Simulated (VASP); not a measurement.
# As (P6_3/mmc) in VASP: notebook, part 2 of 2

VASP 6.6.1. Earlier steps stand in the parts before.

### Step 3. Relaxation of cell and atoms, r2SCAN

POSCAR

```
As
1.0
    3.1304444090      0.0000000000      0.0000000000
   -1.5652222045      2.7110443833      0.0000000000
    0.0000000000      0.0000000000      5.0808770626
As
2
Direct
    0.3333333333      0.6666666667      0.2500000000
    0.6666666667      0.3333333333      0.7500000000
```

INCAR.step1

```
SYSTEM = As
PREC     = Accurate       ! precision mode
ENCUT    = 600            ! plane-wave cutoff, eV
ISMEAR   = 0              ! smearing method
SIGMA    = 0.1            ! smearing width, eV
LREAL    = .False.        ! projectors in reciprocal space
LASPH    = .True.         ! aspherical terms in the spheres
NELM     = 100            ! most SCF steps
GGA      = PE             ! functional
ALGO     = Normal         ! electronic algorithm
EDIFF    = 1E-4           ! SCF threshold, eV
LWAVE    = .True.         ! write WAVECAR
LCHARG   = .False.        ! write CHGCAR
```

INCAR.step2

```
SYSTEM = As
PREC     = Accurate       ! precision mode
ENCUT    = 600            ! plane-wave cutoff, eV
EDIFF    = 1E-6           ! SCF threshold, eV
ISMEAR   = 0              ! smearing method
SIGMA    = 0.1            ! smearing width, eV
LREAL    = .False.        ! projectors in reciprocal space
LASPH    = .True.         ! aspherical terms in the spheres
NELM     = 100            ! most SCF steps
ALGO     = Normal         ! electronic algorithm
ISIF     = 3              ! what is computed and relaxed
LWAVE    = .False.        ! write WAVECAR
LCHARG   = .False.        ! write CHGCAR
METAGGA  = R2SCAN         ! meta-GGA
LMIXTAU  = .True.       
IBRION   = 2              ! ionic algorithm
NSW      = 90             ! ionic steps
EDIFFG   = -0.04          ! ionic threshold
ISTART   = 1
```

KPOINTS

```
Automatic mesh
0
Gamma
  6 6 4
  0 0 0
```

Potentials or basis: VASP PAW PBE potentials, release 64 (As).

On the command line:

```
$ cat potpaw_PBE.64/As/POTCAR > POTCAR
$ cp INCAR.step1 INCAR
$ mpirun -np 1 vasp_std > vasp.out
$ cp INCAR.step2 INCAR
$ mpirun -np 1 vasp_std > vasp.out
```

OUTCAR:

```text
SYSTEM = As
   PREC = Accurate
   ENCUT = 600
   EDIFF = 1E-6
   ISMEAR = 0
   LREAL = .False.
   LASPH = .True.
   NELM = 100
   ISIF = 3
   METAGGA = R2SCAN
   IBRION = 2
   NSW = 90
   EDIFFG = -0.04
   ISTART = 1

 ion  position               nearest neighbor table
   1  0.333  0.667  0.250-
   2  0.667  0.333  0.750-

  LATTYP: Found a hexagonal cell.
 ALAT       =     3.1304444090
 C/A-ratio  =     1.6230529595

  Lattice vectors:

 A1 = (   3.1304444090,   0.0000000000,   0.0000000000)
 A2 = (  -1.5652222045,   2.7110443833,   0.0000000000)
 A3 = (   0.0000000000,   0.0000000000,   5.0808770626)

Analysis of symmetry for initial positions (statically):
=====================================================================
 Subroutine PRICEL returns:
 Original cell was already a primitive cell.

 Routine SETGRP: Setting up the symmetry group for a
 hexagonal supercell.

 Subroutine GETGRP returns: Found 24 space group operations
 (whereof 12 operations were pure point group operations)
 out of a pool of 24 trial point group operations.

The static configuration has the point symmetry D_3d.
 The point group associated with its full space group is D_6h.

Analysis of symmetry for dynamics (positions and initial velocities):
=====================================================================
 Subroutine PRICEL returns:
 Original cell was already a primitive cell.

 Routine SETGRP: Setting up the symmetry group for a
 hexagonal supercell.

 Subroutine GETGRP returns: Found 24 space group operations
 (whereof 12 operations were pure point group operations)
 out of a pool of 24 trial point group operations.

The dynamic configuration has the point symmetry D_3d.
 The point group associated with its full space group is D_6h.

 Subroutine INISYM returns: Found 24 space group operations
 (whereof 12 operations are pure point group operations),
 and found     1 'primitive' translations

----------------------------------------------------------------------------------------

                                     Primitive cell

  volume of cell :      43.1203

  direct lattice vectors                    reciprocal lattice vectors
     3.130444409  0.000000000  0.000000000     0.319443462  0.184430769  0.000000000
    -1.565222204  2.711044383  0.000000000     0.000000000  0.368861538  0.000000000
     0.000000000  0.000000000  5.080877063     0.000000000  0.000000000  0.196816413

  length of vectors
     3.130444409  3.130444409  5.080877063     0.368861538  0.368861538  0.196816413

  position of ions in fractional coordinates (direct lattice)
     0.333333333  0.666666667  0.250000000
     0.666666667  0.333333333  0.750000000

  ion indices of the primitive-cell ions
   primitive index   ion index
                 1           1
                 2           2

----------------------------------------------------------------------------------------

 KPOINTS: Automatic mesh

Automatic generation of k-mesh.
 Grid dimensions read from file:
 generate k-points for:    6    6    4

 Generating k-lattice:

  Cartesian coordinates                     Fractional coordinates (reciprocal lattice)
     0.053240577  0.030738461  0.000000000     0.166666667  0.000000000  0.000000000
     0.000000000  0.061476923  0.000000000     0.000000000  0.166666667  0.000000000
     0.000000000  0.000000000  0.049204103     0.000000000  0.000000000  0.250000000

  Length of vectors
     0.061476923  0.061476923  0.049204103

  Shift w.r.t. Gamma in fractional coordinates (k-lattice)
     0.000000000  0.000000000  0.000000000

 Subroutine IBZKPT returns following result:
 ===========================================

 Found     21 irreducible k-points:

 Following reciprocal coordinates:
            Coordinates               Weight
  0.000000  0.000000  0.000000      1.000000
  0.166667 -0.000000  0.000000      6.000000
  0.333333 -0.000000  0.000000      6.000000
  0.500000 -0.000000  0.000000      3.000000
  0.166667  0.166667  0.000000      6.000000
  0.333333  0.166667  0.000000     12.000000
[... 13 lines left out ...]
  0.333333  0.166667  0.500000     12.000000
  0.333333  0.333333  0.500000      2.000000
   k-points           NKPTS =     21   k-points in BZ     NKDIM =     21   number of bands    NBANDS=      9
   number of dos      NEDOS =    301   number of ions     NIONS =      2
   total plane-waves  NPLWV =  32928
   dimension x,y,z NGX =    28 NGY =   28 NGZ =   42
   dimension x,y,z NGXF=    56 NGYF=   56 NGZF=   84
   ions per type =               2
   NGX,Y,Z   is equivalent  to a cutoff of  14.87, 14.87, 13.74 a.u.
   NGXF,Y,Z  is equivalent  to a cutoff of  29.74, 29.74, 27.48 a.u.
 SYSTEM =  As
   PREC   = accura    normal or accurate (medium, high low for compatibility)
   ISTART =      1    job   : 0-new  1-cont  2-samecut
   ICHARG =      0    charge: 1-file 2-atom 10-const
   ISPIN  =      1    spin polarized calculation?
   LNONCOLLINEAR =      F non collinear calculations
   LSORBIT =      F    spin-orbit coupling
   LASPH  =      T    aspherical Exc in radial PAW
   ENCUT  =  600.0 eV  44.10 Ry    6.64 a.u.   6.25  6.25 10.15*2*pi/ulx,y,z
   NELM   =    100;   NELMIN=  2; NELMDL=  0     # of ELM steps
   EDIFF  = 0.1E-05   stopping-criterion for ELM
   LREAL  =      F    real-space projection
   EDIFFG = -.4E-01   stopping-criterion for IOM
   NSW    =     90    number of steps for IOM
   IBRION =      2    ionic relax: 0-MD 1-quasi-New 2-CG
   NFREE  =      1    steps in history (QN), initial steepest desc. (CG)
   ISIF   =      3    stress and relaxation
   ISYM   =      2    0-nonsym 1-usesym 2-fastsym
   POTIM  = 0.5000    time-step for ionic-motion
   TEBEG  =    0.0;   TEEND  =   0.0 temperature during run
   PSTRESS=    0.0 pullay stress
   NELECT =      10.0000    total number of electrons
   NUPDOWN=      -1.0000    fix difference up-down
   EMIN   =  10.00;   EMAX   =-10.00  energy-range for DOS
   EFERMI =   0.00;   METHOD = LEGACY
   ISMEAR =     0;   SIGMA  =   0.10  broadening in eV -4-tet -1-fermi 0-gaus
   EFERMI_NEDOS =   21; number of points for ismear=-14 and -15
   IALGO  =     38    algorithm
   IMIX   =      4    mixing-type and parameters
     AMIX     =   0.40;   BMIX     =  1.00
     AMIX_MAG =   1.60;   BMIX_MAG =  1.00
  volume/ion in A,a.u.               =      21.56       145.49
  Fermi-wavevector in a.u.,A,eV,Ry     =   1.005806  1.900698 13.764286  1.011647
  Thomas-Fermi vector in A             =   2.138509
   LORBIT       =      0    0 simple, 1 ext, 2 COOP (PROOUT), +10 PAW based schemes
   METAGGA = R2SCAN    functional components
   LHFCALC =     F    Hartree Fock is set to
   AEXX    =    0.0000 exact exchange contribution
   IVDW    =     0    specifies the selected vdW correction
   LEPSILON=     F    determine dielectric tensor
   LRPA    =     F    only Hartree local field effects (RPA)
 conjugate gradient relaxation of ions
 non-spin polarized calculation
 Gauss-broadening in eV      SIGMA  =   0.10
  energy-cutoff  :      600.00
  volume of cell :       43.12
 maximum number of plane-waves:      1454
 NGX is ok and might be reduce to    28
   NGX = 13   NGY = 13   NGZ = 21

--------------------------------------- Ionic step        1  -------------------------------------------

 number of electron      10.0000000 magnetization

 Free energy of the ion-electron system (eV)
  ---------------------------------------------------
  ext. energy  EPLUGINS =         0.00000000
  ---------------------------------------------------
  free energy    TOTEN  =       -27.98387757 eV

  energy without entropy =      -27.98045606  energy(sigma->0) =      -27.98216681

------------------------ aborting loop because EDIFF is reached ----------------------------------------

  FORCE on cell =-STRESS in cart. coord.  units (eV):
  Direction    XX          YY          ZZ          XY          YZ          ZX
  --------------------------------------------------------------------------------------
  -------------------------------------------------------------------------------------
  Total       -2.8200282     -2.8200282     -1.2582763      0.0000000     -0.0000000      0.0000000
  in kB     -104.7810427   -104.7810427    -46.7525484      0.0000000     -0.0000000      0.0000000
  external PRESSURE =     -85.4382112 kB  Pullay stress =       0.0000000 kB
[... 165 lines left out ...]
  energy  without entropy=      -28.1760478622  energy(sigma->0) =      -28.17700994

--------------------------------------- Ionic step        6  -------------------------------------------

 number of electron      10.0000001 magnetization

 Free energy of the ion-electron system (eV)
  ---------------------------------------------------
  ext. energy  EPLUGINS =         0.00000000
  ---------------------------------------------------
  free energy    TOTEN  =       -28.17842587 eV

  energy without entropy =      -28.17657353  energy(sigma->0) =      -28.17749970

 E-fermi :   6.6136     XC(G=0): -11.4043

 val. band max:        6.4231204228   @ k =   0.5000  -0.0000   0.0000
 cond. band min:       6.7110199649   @ k =   0.1667   0.1667   0.5000
 fundamental gap:      0.2878995420
 Fermi energy:         6.6136326242

 k-point     1 :       0.0000    0.0000    0.0000
  band No.  band energies     occupation
      1      -9.4785      2.00000
      2      -5.1809      2.00000
      3      -0.7119      2.00000
      4      11.1927      0.00000
      5      11.1927      0.00000
      6      12.0599      0.00000
      7      12.8074      0.00000
      8      12.8074      0.00000
      9      17.3142      0.00000
[... 267 lines left out ...]
  FREE ENERGIE OF THE ION-ELECTRON SYSTEM (eV)
  ---------------------------------------------------
  free  energy   TOTEN  =       -28.1784258659 eV

  energy  without entropy=      -28.1765735307  energy(sigma->0) =      -28.17749970

 reached required accuracy - stopping structural energy minimisation
```

Wall time 1.7 min (1 thread of Intel Xeon 6975P-C (Granite Rapids), shared host); peak memory 0.2 GiB.

What came out:

| Property | Result |
| --- | --- |
| Free energy | -28.1784 eV |
| Relaxed volume | 18.87 Å³/atom |
| Relaxed cell | a = 2.951 Å, b = 2.951 Å, c = 5.006 Å, α = 90.00°, β = 90.00°, γ = 120.00° |
| Space group after relaxing (to 0.05 Å) | P6_3/mmc (No. 194) |
| Energy gained by relaxing | 97.3 meV/atom |
| Ionic steps | 6 |
| Pressure after relaxing | 0.0 GPa |
| Band gap on the k mesh | zero (band 5 reaches 12.00 eV, above the bottom of band 6 at 2.48 eV) |

The path:
```csv
step,energy change (eV),largest force (eV/Å),pressure (GPa),volume (Å³)
1,0.0000,0.0000,-8.54,43.12
2,-0.1779,0.0000,3.75,36.32
3,-0.1912,0.0000,0.55,37.53
4,-0.1912,0.0000,0.27,37.64
5,-0.1941,0.0000,-0.02,37.78
6,-0.1945,0.0000,0.04,37.74
```

Final structure:
```yaml
crystal:
  lattice:
    - [2.95078, 0.00000, 0.00000]
    - [-1.47539, 2.55545, 0.00000]
    - [0.00000, 0.00000, 5.00559]
  atoms:
    - { symbol: As, position: [0.33333, 0.66667, 0.25000] }
    - { symbol: As, position: [0.66667, 0.33333, 0.75000] }
```

Caveat: the k points lie up to 0.41 Å⁻¹ apart in the final cell; the PAW data sets were made with another functional, which shifts forces and pressure a little.

### Step 4. Single point, r2SCAN

This run uses another cell than the first one, of 19.01 Å³/atom, 0.882 times its volume.

POSCAR

```
As
1.0
    2.9833207061      0.0000000000      0.0000000000
   -1.4916603531      2.5836315191      0.0000000000
    0.0000000000      0.0000000000      4.9317981235
As
2
Direct
    0.3333333333      0.6666666667      0.2500000000
    0.6666666667      0.3333333333      0.7500000000
```

INCAR.step1

```
SYSTEM = As
PREC = Accurate
ENCUT = 520
ISMEAR = 0
SIGMA = 0.1
LREAL = .FALSE.
LASPH = .TRUE.
NELM = 60
NBANDS = 12
GGA = PE
ALGO = Normal
EDIFF = 1E-4
LWAVE = .TRUE.
LCHARG = .FALSE.
```

INCAR.step2

```
SYSTEM = As
PREC = Accurate
ENCUT = 520
EDIFF = 1E-6
ISMEAR = 0
SIGMA = 0.1
LREAL = .FALSE.
LASPH = .TRUE.
NELM = 60
ALGO = Normal
ISIF = 2
LWAVE = .FALSE.
LCHARG = .TRUE.
METAGGA = R2SCAN
LMIXTAU = .TRUE.
LELF = .TRUE.
LVHAR = .TRUE.
NBANDS = 12
ISTART = 1
```

KPOINTS

```
regular mesh
0
G
  21 21 12
  0 0 0
```

On the command line:

```
$ cat potpaw_PBE.64/As/POTCAR > POTCAR
$ cp INCAR.step1 INCAR
$ mpirun -np 1 vasp_std > vasp.out
$ cp INCAR.step2 INCAR
$ mpirun -np 1 vasp_std > vasp.out
```

Wall time 2.7 min (1 thread of Intel Xeon 6975P-C (Granite Rapids), shared host); peak memory 0.27 GiB.

It converged, with:

```yaml
Free_energy: -28.0227 eV
Pressure: 0.0 GPa
Band_gap_on_the_k_mesh: zero (band 5 reaches 11.59 eV, above the bottom of band 6 at 2.48 eV)
```

Levels at points of the mesh, in eV from the Fermi level:
```
           k point  band 2  band 3  band 4  band 5  band 6  band 7  band 8  band 9
(0.00, 0.00, 0.00)  -11.39   -7.15    4.28    4.28    5.90    6.00    6.00   10.30
(0.00, 0.00, 0.50)  -14.44   -1.19   -1.19    5.14    5.14    5.14    5.14   11.54
```

Caveat: the PAW data sets were made with another functional, which shifts forces and pressure a little.

### Step 5. Summary

```csv
task,cell,k mesh,cutoff (eV),gap on the mesh (eV),pressure (GPa)
single point,"a = 3.130, b = 3.130, c = 5.081 Å, angles 90.0, 90.0, 120.0°, 2 atoms",6 × 6 × 4,520,none,-8.5
relaxation of cell and atoms,"relaxed from a = 3.130, b = 3.130, c = 5.081 Å, angles 90.0, 90.0, 120.0°, 2 atoms",6 × 6 × 4,600,none,0.0
single point,"a = 2.983, b = 2.983, c = 4.932 Å, angles 90.0, 90.0, 120.0°, 2 atoms",21 × 21 × 12,520,none,0.0
```

Alike in all rows: level r2SCAN; potentials or basis VASP PAW PBE potentials, release 64 (As); no spin polarisation; smearing gaussian 0.1 eV.

Caveats: some runs use coarse meshes; the PAW data sets were made with another functional, which shifts forces and pressure a little.

Absolute energies hang on the potentials; compare differences alone.
